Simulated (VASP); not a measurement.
Write the native input for VASP 6.6.1 that does the following.

```yaml
Task: single point
Functional: PBE
Potentials_or_basis: VASP PAW PBE potentials, release 64 (Ga_d, O)
Cutoff: 520 eV
k_mesh: 4 × 4 × 4
Occupations: gaussian, width 0.1 eV
Spin: no spin polarisation
Dipole_correction: no
Further_INCAR_settings: ALGO = Normal; EDIFF = 1e-07; NBANDS = 34
```

The structure of Ga3O2 lies in POSCAR:

```
Ga3O2
1.0
    0.0000000000      3.6398816600      3.3475846800
    3.5778551200      0.0000000000      3.3475846800
    3.5778551200      3.6398816600      0.0000000000
Ga O
3 2
Direct
    0.1219968700      0.1219968700      0.8780031300
    0.4366664600      0.4366664600      0.0633335400
    0.9366664600      0.9366664600      0.5633335400
    0.7709920800      0.9842611100      0.2290079200
    0.9842611100      0.7709920800      0.0157388900
```

One way to write it, as run:

INCAR

```
ALGO = Normal
EDIFF = 1E-7
ENCUT = 520
GGA = PE
ISIF = 2
ISMEAR = 0
LASPH = T
LCHARG = F
LREAL = F
LWAVE = F
NBANDS = 34
NELM = 80
PREC = Accurate
SIGMA = 0.1
```

KPOINTS

```
k-points
0
Gamma
  4 4 4
```

Potentials or basis: VASP PAW PBE potentials, release 64 (Ga_d, O).

Run with:

```console
$ cat potpaw_PBE.64/Ga_d/POTCAR potpaw_PBE.64/O/POTCAR > POTCAR
$ mpirun -np 1 vasp_std > vasp.out
```

It gave:

* Pressure: 15.7 GPa
* Largest force: 7.391 eV/Å

Caveat: the k points lie up to 0.39 Å⁻¹ apart; an odd number of electrons without spin polarisation forces a metal; a magnetic or distorted state may lie lower.

Run time: 32 s on 1 thread of Intel(R) Xeon(R) 6975P-C (Granite Rapids), with other jobs on the host, peak memory 0.24 GiB.
